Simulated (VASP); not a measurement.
Here is a VASP 6.6.1 calculation.

File INCAR:

```
SYSTEM = HfN
ALGO = Normal ; EDIFF = 1E-6
ENCUT = 520 ; GGA = PE
ISIF = 2 ; ISMEAR = -1
LASPH = .True. ; LCHARG = .False.
LREAL = .False. ; LWAVE = .False.
NBANDS = 14 ; NELM = 80
PREC = Accurate ; SIGMA = 0.1
```

The input KPOINTS:

```
k-points
0
Gamma
  9 9 9
  0 0 0
```

Contents of POSCAR:

```
HfN
1.0
    0.0000000000      2.2856876150      2.2856876150
    2.2856876150      0.0000000000      2.2856876150
    2.2856876150      2.2856876150      0.0000000000
Hf N
1 1
Direct
    0.0000000000      0.0000000000      0.0000000000
    0.5000000000      0.5000000000      0.5000000000
```

Potentials or basis: VASP PAW PBE potentials, release 64 (Hf_pv, N).

The run is started by

```bash
$ cat potpaw_PBE.64/Hf_pv/POTCAR potpaw_PBE.64/N/POTCAR > POTCAR
$ mpirun -np 1 vasp_std > vasp.out
```

Problem. Estimate the pressure.

Solution. -6.2 GPa.
